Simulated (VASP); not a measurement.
**Tl: single point with LDA**

Crystal: Tl.

```
Tl
1.0
     3.08811    0.00000    0.00000
     0.00000    3.08811    0.00000
     0.00000    0.00000    3.08811
Tl
1
Direct
  0.00000 0.00000 0.00000
```

```
Program                : VASP 6.6.1
Task                   : single point
Functional             : LDA
Potentials or basis    : VASP PAW LDA potentials, release 64 (Tl_d)
Cutoff                 : 520 eV
k mesh                 : 13 × 13 × 13
Occupations            : fermi-dirac, width 0.05 eV
Spin                   : no spin polarisation
Dipole correction      : no
Further INCAR settings : ALGO = Normal; EDIFF = 1e-06; NBANDS = 12
```

```json
{
 "Pressure": "0.1 GPa"
}
```

Levels at points of the mesh, in eV from the Fermi level:
| k point | band 4 | band 5 | band 6 | band 7 | band 8 | band 9 |
| --- | --- | --- | --- | --- | --- | --- |
| (0.00, 0.00, 0.00) | -11.16 | -11.16 | -10.22 | 7.10 | 7.10 | 7.10 |

Wall time 4.6 s on 1 thread of Intel(R) Xeon(R) 6975P-C (Granite Rapids), on a shared host, peak memory 0.14 GiB.

Caveat: spin-orbit coupling is left out, which moves the levels of the heavy elements.
